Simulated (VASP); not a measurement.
Set up this calculation in VASP 6.6.1, as the native input.

```
Task                   : single point
Functional             : PBE
Potentials or basis    : VASP PAW PBE potentials, release 64 (Na_pv, F)
Cutoff                 : 520 eV
k mesh                 : 10 × 10 × 10
Occupations            : fermi-dirac, width 0.02 eV
Spin                   : no spin polarisation
Dipole correction      : no
Further INCAR settings : ALGO = Normal; EDIFF = 1e-06; NBANDS = 14
```

The structure of NaF lies in POSCAR:

```
NaF
1.0
    0.0000000000      2.2856822476      2.2856822476
    2.2856822476      0.0000000000      2.2856822476
    2.2856822476      2.2856822476      0.0000000000
Na F
1 1
Direct
    0.0000000000      0.0000000000      0.0000000000
    0.5000000000      0.5000000000      0.5000000000
```

This cell differs from its parent crystal: strain -0.5%.

One way to write it, as run:

INCAR

```
SYSTEM = NaF
PREC = Accurate
ENCUT = 520
EDIFF = 1E-6
ISMEAR = -1
SIGMA = 0.02
LREAL = .FALSE.
LASPH = .TRUE.
NELM = 100
ALGO = Normal
ISIF = 2
LWAVE = .FALSE.
LCHARG = .TRUE.
GGA = PE
LELF = .TRUE.
LVHAR = .TRUE.
NBANDS = 14
```

KPOINTS

```
Automatic mesh
0
G
  10 10 10
  0 0 0
```

Potentials or basis: VASP PAW PBE potentials, release 64 (Na_pv, F).

Command:

```bash
$ cat potpaw_PBE.64/Na_pv/POTCAR potpaw_PBE.64/F/POTCAR > POTCAR
$ mpirun -np 1 vasp_std > vasp.out
```

Results of the run:

```json
{
  "Pressure": "4.5 GPa",
  "Band gap on the k mesh": "6.53 eV, direct"
}
```

Caveat: the cell differs from its parent crystal (strain -0.5%).

It used 7.1 s of CPU time on 1 thread of Intel Xeon 6975P-C (shared host).
